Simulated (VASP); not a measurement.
Input of a VASP 6.6.1 run:

File INCAR:

```
SYSTEM = PbO
ALGO = Normal
EDIFF = 1E-6
ENCUT = 520
GGA = PE
ISIF = 2
ISMEAR = 0
LASPH = .TRUE.
LCHARG = .FALSE.
LREAL = .FALSE.
LWAVE = .FALSE.
NBANDS = 28
NELM = 60
PREC = Accurate
SIGMA = 0.01
```

KPOINTS

```
k-points
0
G
  4 4 4
  0 0 0
```

The input POSCAR:

```
PbO
1.0
    4.0884000000      0.0213400000     -0.0363700000
    0.0213400000      4.0448500000     -0.0006000000
   -0.0456700000     -0.0007600000      4.8219500000
Pb O
2 2
Direct
    0.9951700000      0.5062700000      0.2394100000
    0.4996600000      0.9989200000      0.7588100000
    0.0039900000      0.0062800000      0.9975200000
    0.5013992667      0.5015701070      0.0044396098
```

Potentials or basis: VASP PAW PBE potentials, release 64 (Pb_d, O).

Run with:

```console
$ cat potpaw_PBE.64/Pb_d/POTCAR potpaw_PBE.64/O/POTCAR > POTCAR
$ mpirun -np 1 vasp_std > vasp.out
```

(1) Estimate the band gap on the k mesh.

(2) What does it give for the pressure?

(3) Estimate the largest force.

Answers

(1) 1.35 eV, indirect (least direct gap 2.18 eV).

(2) 2.5 GPa.

(3) 0.365 eV/Å.

Caveat: spin-orbit coupling is left out, which moves the levels of the heavy elements.
